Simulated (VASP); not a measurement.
# TiB2 (P6/mmm) in VASP: a series of runs

The runs below take TiB2 through single point, relaxation of cell and atoms, with PBE.

Everything below comes from runs of VASP 6.6.1. Logs are shortened: lines on timing, memory, paths and dates and some standing lists are left out, and cuts for length are marked.

## 1. The cell of the first run

Symmetry: P6/mmm, No. 191, hexagonal system. Conventional cell: a = 3.032 Å, b = 3.032 Å, c = 3.224 Å, α = 90.00°, β = 90.00°, γ = 120.00°. Ti (site symmetry 6/mmm) has 12 B at 2.38 Å and 6 Ti at 3.03 Å within 3.1 Å. B (site symmetry -6m2) has 3 B at 1.75 Å within 2.3 Å.

## 2. Single point, PBE

Contents of INCAR:

```
SYSTEM = TiB2
  PREC = Accurate
  ENCUT = 520
  EDIFF = 1E-6
  ISMEAR = 0
  SIGMA = 0.1
  LREAL = .False.
  LASPH = .True.
  NELM = 60
  ALGO = Normal
  ISIF = 2
  LWAVE = .False.
  LCHARG = .True.
  GGA = PE
  LELF = .True.
  LVHAR = .True.
  NBANDS = 16
```

Contents of KPOINTS:

```
regular mesh
0
Gamma
  18 18 14
  0 0 0
```

Contents of POSCAR:

```
TiB2
1.0
    3.0318048489      0.0000000000      0.0000000000
   -1.5159024245      2.6256200185      0.0000000000
    0.0000000000      0.0000000000      3.2242294749
Ti B
1 2
Direct
    0.0000000000      0.0000000000      0.0000000000
    0.3333333333      0.6666666667      0.5000000000
    0.6666666667      0.3333333333      0.5000000000
```

Potentials or basis: VASP PAW PBE potentials, release 64 (Ti_sv, B).

Run with:

```sh
> cat potpaw_PBE.64/Ti_sv/POTCAR potpaw_PBE.64/B/POTCAR > POTCAR
> mpirun -np 1 vasp_std > vasp.out
```

OUTCAR:

```text
SYSTEM = TiB2
   PREC = Accurate
   ENCUT = 520
   EDIFF = 1E-6
   ISMEAR = 0
   LREAL = .False.
   LASPH = .True.
   NELM = 60
   ISIF = 2
   GGA = PE

 ion  position               nearest neighbor table
   1  0.000  0.000  0.000-   2 2.38   3 2.38   2 2.38   3 2.38   3 2.38   3 2.38   2 2.38   2 2.38
                             3 2.38   3 2.38   2 2.38   2 2.38
   2  0.333  0.667  0.500-   3 1.75   3 1.75   3 1.75   1 2.38   1 2.38   1 2.38   1 2.38   1 2.38
                             1 2.38
   3  0.667  0.333  0.500-   2 1.75   2 1.75   2 1.75   1 2.38   1 2.38   1 2.38   1 2.38   1 2.38
                             1 2.38

  LATTYP: Found a hexagonal cell.
 ALAT       =     3.0318048489
 C/A-ratio  =     1.0634686715

  Lattice vectors:

 A1 = (   3.0318048489,   0.0000000000,   0.0000000000)
 A2 = (  -1.5159024245,   2.6256200185,   0.0000000000)
 A3 = (   0.0000000000,   0.0000000000,   3.2242294749)

Analysis of symmetry for initial positions (statically):
=====================================================================
 Subroutine PRICEL returns:
 Original cell was already a primitive cell.

 Routine SETGRP: Setting up the symmetry group for a
 hexagonal supercell.

 Subroutine GETGRP returns: Found 24 space group operations
 (whereof 24 operations were pure point group operations)
 out of a pool of 24 trial point group operations.

The static configuration has the point symmetry D_6h.

Analysis of symmetry for dynamics (positions and initial velocities):
=====================================================================
 Subroutine PRICEL returns:
 Original cell was already a primitive cell.

 Routine SETGRP: Setting up the symmetry group for a
 hexagonal supercell.

 Subroutine GETGRP returns: Found 24 space group operations
 (whereof 24 operations were pure point group operations)
 out of a pool of 24 trial point group operations.

The dynamic configuration has the point symmetry D_6h.

 Subroutine INISYM returns: Found 24 space group operations
 (whereof 24 operations are pure point group operations),
 and found     1 'primitive' translations

----------------------------------------------------------------------------------------

                                     Primitive cell

  volume of cell :      25.6661

  direct lattice vectors                    reciprocal lattice vectors
     3.031804849  0.000000000  0.000000000     0.329836533  0.190431211  0.000000000
    -1.515902424  2.625620018  0.000000000     0.000000000  0.380862422  0.000000000
     0.000000000  0.000000000  3.224229475     0.000000000  0.000000000  0.310151622

  length of vectors
     3.031804849  3.031804849  3.224229475     0.380862422  0.380862422  0.310151622

  position of ions in fractional coordinates (direct lattice)
     0.000000000  0.000000000  0.000000000
     0.333333333  0.666666667  0.500000000
     0.666666667  0.333333333  0.500000000

  ion indices of the primitive-cell ions
   primitive index   ion index
                 1           1
                 2           2
                 3           3

----------------------------------------------------------------------------------------

 KPOINTS: regular mesh

Automatic generation of k-mesh.
 Grid dimensions read from file:
 generate k-points for:   18   18   14

 Generating k-lattice:

  Cartesian coordinates                     Fractional coordinates (reciprocal lattice)
     0.018324252  0.010579512  0.000000000     0.055555556  0.000000000  0.000000000
     0.000000000  0.021159023  0.000000000     0.000000000  0.055555556  0.000000000
     0.000000000  0.000000000  0.022153687     0.000000000  0.000000000  0.071428571

  Length of vectors
     0.021159023  0.021159023  0.022153687

  Shift w.r.t. Gamma in fractional coordinates (k-lattice)
     0.000000000  0.000000000  0.000000000

 Subroutine IBZKPT returns following result:
 ===========================================

 Found    296 irreducible k-points:

 Following reciprocal coordinates:
            Coordinates               Weight
  0.000000  0.000000  0.000000      1.000000
  0.055556  0.000000  0.000000      6.000000
  0.111111  0.000000  0.000000      6.000000
  0.166667  0.000000  0.000000      6.000000
  0.222222  0.000000  0.000000      6.000000
  0.277778  0.000000  0.000000      6.000000
[... 16 lines left out ...]
  0.333333  0.111111  0.000000     12.000000
  0.388889  0.111111  0.000000     12.000000
 [... further k-points ...]
   k-points           NKPTS =    296   k-points in BZ     NKDIM =    296   number of bands    NBANDS=     16
   number of dos      NEDOS =    301   number of ions     NIONS =      3
   total plane-waves  NPLWV =  13824
   dimension x,y,z NGX =    24 NGY =   24 NGZ =   24
   dimension x,y,z NGXF=    48 NGYF=   48 NGZF=   48
   ions per type =               1   2
   NGX,Y,Z   is equivalent  to a cutoff of  13.16, 13.16, 12.37 a.u.
   NGXF,Y,Z  is equivalent  to a cutoff of  26.32, 26.32, 24.75 a.u.
 SYSTEM =  TiB2
   PREC   = accura    normal or accurate (medium, high low for compatibility)
   ISTART =      0    job   : 0-new  1-cont  2-samecut
   ICHARG =      2    charge: 1-file 2-atom 10-const
   ISPIN  =      1    spin polarized calculation?
   LNONCOLLINEAR =      F non collinear calculations
   LSORBIT =      F    spin-orbit coupling
   LASPH  =      T    aspherical Exc in radial PAW
   ENCUT  =  520.0 eV  38.22 Ry    6.18 a.u.   5.64  5.64  5.99*2*pi/ulx,y,z
   NELM   =     60;   NELMIN=  2; NELMDL= -5     # of ELM steps
   EDIFF  = 0.1E-05   stopping-criterion for ELM
   LREAL  =      F    real-space projection
   EDIFFG = 0.1E-04   stopping-criterion for IOM
   NSW    =      0    number of steps for IOM
   IBRION =     -1    ionic relax: 0-MD 1-quasi-New 2-CG
   NFREE  =      0    steps in history (QN), initial steepest desc. (CG)
   ISIF   =      2    stress and relaxation
   ISYM   =      2    0-nonsym 1-usesym 2-fastsym
   POTIM  = 0.5000    time-step for ionic-motion
   TEBEG  =    0.0;   TEEND  =   0.0 temperature during run
   PSTRESS=    0.0 pullay stress
   NELECT =      18.0000    total number of electrons
   NUPDOWN=      -1.0000    fix difference up-down
   EMIN   =  10.00;   EMAX   =-10.00  energy-range for DOS
   EFERMI =   0.00;   METHOD = LEGACY
   ISMEAR =     0;   SIGMA  =   0.10  broadening in eV -4-tet -1-fermi 0-gaus
   EFERMI_NEDOS =   21; number of points for ismear=-14 and -15
   IALGO  =     38    algorithm
   IMIX   =      4    mixing-type and parameters
     AMIX     =   0.40;   BMIX     =  1.00
     AMIX_MAG =   1.60;   BMIX_MAG =  1.00
  volume/ion in A,a.u.               =       8.56        57.73
  Fermi-wavevector in a.u.,A,eV,Ry     =   1.454496  2.748600 28.783938  2.115560
  Thomas-Fermi vector in A             =   2.571640
   LORBIT       =      0    0 simple, 1 ext, 2 COOP (PROOUT), +10 PAW based schemes
   GGA     = PE    functional components
   LHFCALC =     F    Hartree Fock is set to
   AEXX    =    0.0000 exact exchange contribution
   IVDW    =     0    specifies the selected vdW correction
   LEPSILON=     F    determine dielectric tensor
   LRPA    =     F    only Hartree local field effects (RPA)
 non-spin polarized calculation
 Gauss-broadening in eV      SIGMA  =   0.10
  energy-cutoff  :      520.00
  volume of cell :       25.67
 maximum number of plane-waves:       719
 NGX is ok and might be reduce to    24
   NGX = 11   NGY = 11   NGZ = 11

 number of electron      18.0000001 magnetization

 Free energy of the ion-electron system (eV)
  ---------------------------------------------------
  ext. energy  EPLUGINS =         0.00000000
  ---------------------------------------------------
  free energy    TOTEN  =       -24.43067794 eV

  energy without entropy =      -24.42894226  energy(sigma->0) =      -24.42981010

 E-fermi :  10.0413     XC(G=0): -12.7671

 val. band max:       10.0285703432   @ k =   0.0556   0.0556   0.5000
 cond. band min:      10.0518731082   @ k =   0.0556   0.0556   0.2857
 fundamental gap:      0.0233027650
 Fermi energy:        10.0413391055

 k-point     1 :       0.0000    0.0000    0.0000
  band No.  band energies     occupation
      1     -46.9595      2.00000
      2     -23.3109      2.00000
      3     -22.9978      2.00000
      4     -22.9978      2.00000
      5      -3.5086      2.00000
      6       7.3804      2.00000
[... 8 lines left out ...]
     15      15.7425      0.00000
     16      16.8766      0.00000

 k-point     2 :       0.0556    0.0000    0.0000
  band No.  band energies     occupation
      1     -46.9579      2.00000
      2     -23.3088      2.00000
      3     -23.0102      2.00000
      4     -23.0006      2.00000
      5      -3.4491      2.00000
      6       7.2057      2.00000
[... 8 lines left out ...]
     15      16.1362      0.00000
     16      17.0631      0.00000

 k-point     3 :       0.1111    0.0000    0.0000
  band No.  band energies     occupation
      1     -46.9533      2.00000
      2     -23.3029      2.00000
      3     -23.0459      2.00000
      4     -23.0087      2.00000
      5      -3.2721      2.00000
      6       6.7181      2.00000
[... 8 lines left out ...]
     15      17.0331      0.00000
     16      17.6376      0.00000

 k-point     4 :       0.1667    0.0000    0.0000
  band No.  band energies     occupation
      1     -46.9461      2.00000
      2     -23.2938      2.00000
      3     -23.1003      2.00000
      4     -23.0211      2.00000
      5      -2.9821      2.00000
      6       6.0095      2.00000
[... 8 lines left out ...]
     15      18.1734      0.00000
     16      18.2177      0.00000
[... 324 lines left out ...]
 k-point    22 :       0.2778    0.1111    0.0000
  band No.  band energies     occupation
      1     -46.9168      2.00000
      2     -23.2989      2.00000
      3     -23.2565      2.00000
      4     -23.0910      2.00000
      5      -1.3483      2.00000
      6       3.4188      2.00000
[... 8 lines left out ...]
     15      17.8734      0.00000
     16      19.1293      0.00000

 k-point    23 :       0.3333    0.1111    0.0000
  band No.  band energies     occupation
      1     -46.9100      2.00000
      2     -23.3440      2.00000
      3     -23.2479      2.00000
      4     -23.1068      2.00000
      5      -0.6887      2.00000
      6       2.5386      2.00000
[... 8 lines left out ...]
     15      17.8991      0.00000
     16      18.9840      0.00000

 k-point    24 :       0.3889    0.1111    0.0000
  band No.  band energies     occupation
      1     -46.9056      2.00000
      2     -23.3732      2.00000
      3     -23.2423      2.00000
      4     -23.1170      2.00000
      5       0.0412      2.00000
      6       1.6692      2.00000
[... 8 lines left out ...]
     15      17.9198      0.00000
     16      18.8347      0.00000

 [... further k-points ...]

------------------------ aborting loop because EDIFF is reached ----------------------------------------

  FORCE on cell =-STRESS in cart. coord.  units (eV):
  Direction    XX          YY          ZZ          XY          YZ          ZX
  --------------------------------------------------------------------------------------
  -------------------------------------------------------------------------------------
  Total        0.0371938      0.0371938      0.0425324     -0.0000000      0.0000000      0.0000000
  in kB        2.3217840      2.3217840      2.6550413     -0.0000000      0.0000000      0.0000000
  external PRESSURE =       2.4328698 kB  Pullay stress =       0.0000000 kB

 VOLUME and BASIS-vectors are now :
 -----------------------------------------------------------------------------
  energy-cutoff  :      520.00
  volume of cell :       25.67
      direct lattice vectors                 reciprocal lattice vectors
     3.031804849  0.000000000  0.000000000     0.329836533  0.190431211  0.000000000
    -1.515902424  2.625620018  0.000000000     0.000000000  0.380862422  0.000000000
     0.000000000  0.000000000  3.224229475     0.000000000  0.000000000  0.310151622

 POSITION                                       TOTAL-FORCE (eV/Angst)
 -----------------------------------------------------------------------------------
      0.00000      0.00000      0.00000         0.000000      0.000000      0.000000
     -0.00000      1.75041      1.61211        -0.000000      0.000000     -0.000000
      1.51590      0.87521      1.61211        -0.000000     -0.000000      0.000000
 -----------------------------------------------------------------------------------
    total drift:                               -0.000000      0.000000      0.000000

  FREE ENERGIE OF THE ION-ELECTRON SYSTEM (eV)
  ---------------------------------------------------
  free  energy   TOTEN  =       -24.4306779365 eV

  energy  without entropy=      -24.4289422616  energy(sigma->0) =      -24.42981010
```

Run time: 54 s. Hardware: 1 thread of Intel Xeon Platinum 8259CL at 2.50GHz (Skylake/Cascade Lake), shared host; peak memory 0.24 GiB.

Results:

```
Free energy            : -24.4307 eV
Pressure               : 0.2 GPa
Band gap on the k mesh : zero (band 9 reaches 10.40 eV, above the bottom of band 10 at 9.80 eV)
```

Levels at points of the mesh, in eV from the Fermi level:
| k point | band 6 | band 7 | band 8 | band 9 | band 10 | band 11 | band 12 | band 13 |
| --- | --- | --- | --- | --- | --- | --- | --- | --- |
| (0.00, 0.00, 0.00) | -2.66 | -2.66 | -2.35 | -2.15 | 1.84 | 1.84 | 3.62 | 3.62 |
| (0.50, 0.00, 0.00) | -9.29 | -3.32 | -3.25 | -2.31 | 1.29 | 2.69 | 3.16 | 3.33 |
| (0.00, 0.00, 0.50) | -7.65 | -0.61 | -0.61 | -0.24 | -0.24 | 0.39 | 0.39 | 1.61 |
| (0.50, 0.00, 0.50) | -7.59 | -4.69 | -3.87 | -3.19 | 2.44 | 2.87 | 4.42 | 4.53 |

## 3. Relaxation of cell and atoms, PBE

Contents of INCAR:

```
  ALGO = Normal
  EDIFF = 1E-7
  EDIFFG = -0.01
  ENCUT = 600
  GGA = PE
  IBRION = 2
  ISIF = 3
  ISMEAR = 0
  LASPH = T
  LCHARG = F
  LREAL = F
  LWAVE = F
  NELM = 100
  NSW = 100
  PREC = Accurate
  SIGMA = 0.1
```

Contents of KPOINTS:

```
k-points
0
Gamma
  18 18 14
```

Contents of POSCAR:

```
TiB2
1.0
    3.0291981600      0.0000000000      0.0000000000
   -1.5145990800      2.6233625600      0.0000000000
    0.0000000000      0.0000000000      3.2283999900
Ti B
1 2
Direct
    0.0000000000      0.0000000000      0.0000000000
    0.3333333300      0.6666666700      0.5000000000
    0.6666666700      0.3333333300      0.5000000000
```

Potentials or basis: VASP PAW PBE potentials, release 64 (Ti_sv, B).

Run with:

```sh
> cat potpaw_PBE.64/Ti_sv/POTCAR potpaw_PBE.64/B/POTCAR > POTCAR
> mpirun -np 1 vasp_std > vasp.out
```

Wall time 2.6 min (1 thread of Intel Xeon Platinum 8259CL at 2.50GHz (Skylake/Cascade Lake), shared host); peak memory 0.25 GiB.

The run converged. Its results:

* Free energy: -24.4326 eV
* Relaxed volume: 8.56 Å³/atom
* Relaxed cell: a = 3.032 Å, b = 3.032 Å, c = 3.225 Å, α = 90.00°, β = 90.00°, γ = 120.00°
* Space group after relaxing (to 0.05 Å): P6/mmm (No. 191)
* Energy gained by relaxing: 0.0 meV/atom
* Ionic steps: 4
* Pressure after relaxing: 0.0 GPa
* Band gap on the k mesh: zero (band 9 reaches 10.39 eV, above the bottom of band 10 at 9.79 eV)

Step by step:
```csv
step,energy change (eV),largest force (eV/Å),pressure (GPa),volume (Å³)
1,0.0000,0.0000,0.38,25.66
2,-0.0001,0.0000,-0.41,25.73
3,-0.0001,0.0000,-0.14,25.70
4,-0.0001,0.0000,0.02,25.68
```

Final structure:
```
Ti B
1.0
     3.03237    0.00000    0.00000
    -1.51618    2.62611    0.00000
     0.00000    0.00000    3.22484
Ti B
1 2
Direct
  0.00000 0.00000 0.00000
  0.33333 0.66667 0.50000
  0.66667 0.33333 0.50000
```

Levels at points of the mesh, in eV from the Fermi level:
| k point | band 6 | band 7 | band 8 | band 9 | band 10 | band 11 | band 12 | band 13 |
| --- | --- | --- | --- | --- | --- | --- | --- | --- |
| (0.00, 0.00, 0.00) | -2.66 | -2.66 | -2.35 | -2.15 | 1.84 | 1.84 | 3.61 | 3.61 |
| (0.50, 0.00, 0.00) | -9.29 | -3.32 | -3.25 | -2.31 | 1.29 | 2.69 | 3.16 | 3.32 |
| (0.00, 0.00, 0.50) | -7.65 | -0.61 | -0.61 | -0.24 | -0.24 | 0.39 | 0.39 | 1.61 |
| (0.50, 0.00, 0.50) | -7.59 | -4.69 | -3.86 | -3.19 | 2.44 | 2.87 | 4.42 | 4.53 |
